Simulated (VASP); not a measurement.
# Mo (Fm-3m) in VASP: further runs

The runs below take Mo through single point, with PBE.

Everything below comes from runs of VASP 6.6.1. Logs are shortened: lines on timing, memory, paths and dates and some standing lists are left out, and cuts for length are marked.

### Step 1. The cell of the first run

The structure is cubic, space group Fm-3m (No. 225). The conventional cell has a = 3.708 Å, b = 3.708 Å, c = 3.708 Å, α = 90.00°, β = 90.00°, γ = 90.00°. Mo (site symmetry m-3m) has 12 Mo at 2.62 Å within 3.5 Å.

### Step 2. Single point, PBE (strain -0.080 along x and y, -0.080 along z)

INCAR reads:

```
PREC = Accurate ; ENCUT = 520
EDIFF = 1E-6 ; ISMEAR = 0
SIGMA = 0.15 ; LREAL = False
LASPH = True ; NELM = 60
ALGO = Normal ; ISIF = 2
LWAVE = False ; LCHARG = False
GGA = PE ; NBANDS = 13
```

KPOINTS reads:

```
regular mesh
0
Gamma
  20 20 20
```

POSCAR reads:

```
Mo
1.0
    0.0000000000      1.8538000000      1.8538000000
    1.8538000000      0.0000000000      1.8538000000
    1.8538000000      1.8538000000      0.0000000000
Mo
1
Direct
    0.0000000000      0.0000000000      0.0000000000
```

Potentials or basis: VASP PAW PBE potentials, release 64 (Mo_sv).

Started as:

```
$ cat potpaw_PBE.64/Mo_sv/POTCAR > POTCAR
$ mpirun -np 1 vasp_std > vasp.out
```

OUTCAR:

```text
PREC = Accurate
   ENCUT = 520
   EDIFF = 1E-6
   ISMEAR = 0
   LREAL = False
   LASPH = True
   NELM = 60
   ISIF = 2
   GGA = PE

 ion  position               nearest neighbor table
   1  0.000  0.000  0.000-

  LATTYP: Found a face centered cubic cell.
 ALAT       =     3.7076000000

  Lattice vectors:

 A1 = (   0.0000000000,   1.8538000000,   1.8538000000)
 A2 = (   1.8538000000,   0.0000000000,   1.8538000000)
 A3 = (   1.8538000000,   1.8538000000,   0.0000000000)

Analysis of symmetry for initial positions (statically):
=====================================================================
 Subroutine PRICEL returns:
 Original cell was already a primitive cell.

 Routine SETGRP: Setting up the symmetry group for a
 face centered cubic supercell.

 Subroutine GETGRP returns: Found 48 space group operations
 (whereof 48 operations were pure point group operations)
 out of a pool of 48 trial point group operations.

The static configuration has the point symmetry O_h .

Analysis of symmetry for dynamics (positions and initial velocities):
=====================================================================
 Subroutine PRICEL returns:
 Original cell was already a primitive cell.

 Routine SETGRP: Setting up the symmetry group for a
 face centered cubic supercell.

 Subroutine GETGRP returns: Found 48 space group operations
 (whereof 48 operations were pure point group operations)
 out of a pool of 48 trial point group operations.

The dynamic configuration has the point symmetry O_h .

 Subroutine INISYM returns: Found 48 space group operations
 (whereof 48 operations are pure point group operations),
 and found     1 'primitive' translations

----------------------------------------------------------------------------------------

                                     Primitive cell

  volume of cell :      12.7414

  direct lattice vectors                    reciprocal lattice vectors
     0.000000000  1.853800000  1.853800000    -0.269716258  0.269716258  0.269716258
     1.853800000  0.000000000  1.853800000     0.269716258 -0.269716258  0.269716258
     1.853800000  1.853800000  0.000000000     0.269716258  0.269716258 -0.269716258

  length of vectors
     2.621669102  2.621669102  2.621669102     0.467162263  0.467162263  0.467162263

  position of ions in fractional coordinates (direct lattice)
     0.000000000  0.000000000  0.000000000

  ion indices of the primitive-cell ions
   primitive index   ion index
                 1           1

----------------------------------------------------------------------------------------

 KPOINTS: regular mesh

Automatic generation of k-mesh.
 Grid dimensions read from file:
 generate k-points for:   20   20   20

 Generating k-lattice:

  Cartesian coordinates                     Fractional coordinates (reciprocal lattice)
    -0.013485813  0.013485813  0.013485813     0.050000000  0.000000000  0.000000000
     0.013485813 -0.013485813  0.013485813     0.000000000  0.050000000  0.000000000
     0.013485813  0.013485813 -0.013485813     0.000000000  0.000000000  0.050000000

  Length of vectors
     0.023358113  0.023358113  0.023358113

  Shift w.r.t. Gamma in fractional coordinates (k-lattice)
     0.000000000  0.000000000  0.000000000

 Subroutine IBZKPT returns following result:
 ===========================================

 Found    256 irreducible k-points:

 Following reciprocal coordinates:
            Coordinates               Weight
  0.000000  0.000000  0.000000      1.000000
  0.050000  0.000000  0.000000      8.000000
  0.100000  0.000000  0.000000      8.000000
  0.150000  0.000000  0.000000      8.000000
  0.200000  0.000000  0.000000      8.000000
  0.250000  0.000000  0.000000      8.000000
[... 16 lines left out ...]
 -0.400000  0.050000  0.000000     24.000000
 -0.350000  0.050000  0.000000     24.000000
 [... further k-points ...]
   k-points           NKPTS =    256   k-points in BZ     NKDIM =    256   number of bands    NBANDS=     13
   number of dos      NEDOS =    301   number of ions     NIONS =      1
   total plane-waves  NPLWV =   8000
   dimension x,y,z NGX =    20 NGY =   20 NGZ =   20
   dimension x,y,z NGXF=    40 NGYF=   40 NGZF=   40
   ions per type =               1
   NGX,Y,Z   is equivalent  to a cutoff of  12.68, 12.68, 12.68 a.u.
   NGXF,Y,Z  is equivalent  to a cutoff of  25.36, 25.36, 25.36 a.u.
 SYSTEM =  unknown system
   PREC   = accura    normal or accurate (medium, high low for compatibility)
   ISTART =      0    job   : 0-new  1-cont  2-samecut
   ICHARG =      2    charge: 1-file 2-atom 10-const
   ISPIN  =      1    spin polarized calculation?
   LNONCOLLINEAR =      F non collinear calculations
   LSORBIT =      F    spin-orbit coupling
   LASPH  =      T    aspherical Exc in radial PAW
   ENCUT  =  520.0 eV  38.22 Ry    6.18 a.u.   4.87  4.87  4.87*2*pi/ulx,y,z
   NELM   =     60;   NELMIN=  2; NELMDL= -5     # of ELM steps
   EDIFF  = 0.1E-05   stopping-criterion for ELM
   LREAL  =      F    real-space projection
   EDIFFG = 0.1E-04   stopping-criterion for IOM
   NSW    =      0    number of steps for IOM
   IBRION =     -1    ionic relax: 0-MD 1-quasi-New 2-CG
   NFREE  =      0    steps in history (QN), initial steepest desc. (CG)
   ISIF   =      2    stress and relaxation
   ISYM   =      2    0-nonsym 1-usesym 2-fastsym
   POTIM  = 0.5000    time-step for ionic-motion
   TEBEG  =    0.0;   TEEND  =   0.0 temperature during run
   PSTRESS=    0.0 pullay stress
   NELECT =      14.0000    total number of electrons
   NUPDOWN=      -1.0000    fix difference up-down
   EMIN   =  10.00;   EMAX   =-10.00  energy-range for DOS
   EFERMI =   0.00;   METHOD = LEGACY
   ISMEAR =     0;   SIGMA  =   0.15  broadening in eV -4-tet -1-fermi 0-gaus
   EFERMI_NEDOS =   21; number of points for ismear=-14 and -15
   IALGO  =     38    algorithm
   IMIX   =      4    mixing-type and parameters
     AMIX     =   0.40;   BMIX     =  1.00
     AMIX_MAG =   1.60;   BMIX_MAG =  1.00
  volume/ion in A,a.u.               =      12.74        85.98
  Fermi-wavevector in a.u.,A,eV,Ry     =   1.689318  3.192347 38.828223  2.853794
  Thomas-Fermi vector in A             =   2.771466
   LORBIT       =      0    0 simple, 1 ext, 2 COOP (PROOUT), +10 PAW based schemes
   GGA     = PE    functional components
   LHFCALC =     F    Hartree Fock is set to
   AEXX    =    0.0000 exact exchange contribution
   IVDW    =     0    specifies the selected vdW correction
   LEPSILON=     F    determine dielectric tensor
   LRPA    =     F    only Hartree local field effects (RPA)
 non-spin polarized calculation
 Gauss-broadening in eV      SIGMA  =   0.15
  energy-cutoff  :      520.00
  volume of cell :       12.74
 maximum number of plane-waves:       360
   NGX =  9   NGY =  9   NGZ =  9

 number of electron      14.0000003 magnetization

 Free energy of the ion-electron system (eV)
  ---------------------------------------------------
  ext. energy  EPLUGINS =         0.00000000
  ---------------------------------------------------
  free energy    TOTEN  =        -9.77000702 eV

  energy without entropy =       -9.76049949  energy(sigma->0) =       -9.76525326

 E-fermi :  15.6913     XC(G=0): -14.5585

 val. band max:       15.6658764546   @ k =   0.4000   0.1500   0.0000
 cond. band min:      15.6989059750   @ k =  -0.2000   0.1500   0.0500
 fundamental gap:      0.0330295204
 Fermi energy:        15.6912755885

 k-point     1 :       0.0000    0.0000    0.0000
  band No.  band energies     occupation
      1     -45.1088      2.00000
      2     -17.7291      2.00000
      3     -17.7291      2.00000
      4     -17.7291      2.00000
      5       8.4475      2.00000
      6      14.5157      2.00000
      7      14.5157      2.00000
      8      14.5157      2.00000
      9      18.2235      0.00000
     10      18.2235      0.00000
     11      28.7329      0.00000
     12      35.1960      0.00000
     13      35.1960      0.00000

 k-point     2 :       0.0500    0.0000    0.0000
  band No.  band energies     occupation
      1     -45.0958      2.00000
      2     -17.8002      2.00000
      3     -17.7374      2.00000
      4     -17.7374      2.00000
      5       8.5825      2.00000
      6      14.4163      2.00000
      7      14.5788      2.00000
      8      14.5788      2.00000
      9      18.1611      0.00000
     10      18.1611      0.00000
     11      29.0061      0.00000
     12      34.6777      0.00000
     13      35.4457      0.00000

 k-point     3 :       0.1000    0.0000    0.0000
  band No.  band energies     occupation
      1     -45.0580      2.00000
      2     -18.0043      2.00000
      3     -17.7616      2.00000
      4     -17.7616      2.00000
      5       8.9636      2.00000
      6      14.1661      2.00000
      7      14.7483      2.00000
      8      14.7483      2.00000
      9      18.0105      0.00000
     10      18.0105      0.00000
     11      29.7561      0.00000
     12      33.6044      0.00000
     13      36.1727      0.00000
[... 305 lines left out ...]
 k-point    23 :      -0.4000    0.0500    0.0000
  band No.  band energies     occupation
      1     -44.5849      2.00000
      2     -20.1803      2.00000
      3     -18.1055      2.00000
      4     -18.0305      2.00000
      5      10.0875      2.00000
      6      14.2307      2.00000
      7      14.4211      2.00000
      8      17.2059      0.00000
      9      20.2522      0.00000
     10      21.2780      0.00000
     11      28.5581      0.00000
     12      32.1773      0.00000
     13      37.5318      0.00000

 k-point    24 :      -0.3500    0.0500    0.0000
  band No.  band energies     occupation
      1     -44.6413      2.00000
      2     -19.9431      2.00000
      3     -18.0818      2.00000
      4     -17.9891      2.00000
      5      10.2526      2.00000
      6      14.4397      2.00000
      7      14.5923      2.00000
      8      16.2274      0.00000
      9      19.4664      0.00000
     10      20.6476      0.00000
     11      28.6568      0.00000
     12      33.7418      0.00000
     13      38.6782      0.00000

 [... further k-points ...]

------------------------ aborting loop because EDIFF is reached ----------------------------------------

  FORCE on cell =-STRESS in cart. coord.  units (eV):
  Direction    XX          YY          ZZ          XY          YZ          ZX
  --------------------------------------------------------------------------------------
  -------------------------------------------------------------------------------------
  Total        6.9496577      6.9496577      6.9496577      0.0000000     -0.0000000      0.0000000
  in kB      873.8871804    873.8871804    873.8871804      0.0000000     -0.0000000      0.0000000
  external PRESSURE =     873.8871804 kB  Pullay stress =       0.0000000 kB

 VOLUME and BASIS-vectors are now :
 -----------------------------------------------------------------------------
  energy-cutoff  :      520.00
  volume of cell :       12.74
      direct lattice vectors                 reciprocal lattice vectors
     0.000000000  1.853800000  1.853800000    -0.269716258  0.269716258  0.269716258
     1.853800000  0.000000000  1.853800000     0.269716258 -0.269716258  0.269716258
     1.853800000  1.853800000  0.000000000     0.269716258  0.269716258 -0.269716258

 POSITION                                       TOTAL-FORCE (eV/Angst)
 -----------------------------------------------------------------------------------
      0.00000      0.00000      0.00000         0.000000      0.000000      0.000000
 -----------------------------------------------------------------------------------
    total drift:                                0.000000      0.000000      0.000000

  FREE ENERGIE OF THE ION-ELECTRON SYSTEM (eV)
  ---------------------------------------------------
  free  energy   TOTEN  =        -9.7700070232 eV

  energy  without entropy=       -9.7604994883  energy(sigma->0) =       -9.76525326
```

Wall time 12 s (1 thread of Intel Xeon 6975P-C (Granite Rapids), shared host); peak memory 0.15 GiB.

Results:

* Free energy: -9.7700 eV
* Pressure: 87.4 GPa
* Band gap on the k mesh: zero (band 7 reaches 21.08 eV, above the bottom of band 8 at 14.52 eV)

Caveat: the cell differs from its parent crystal (strain -0.080 along x and y, -0.080 along z).

[end of part 1 of 2]
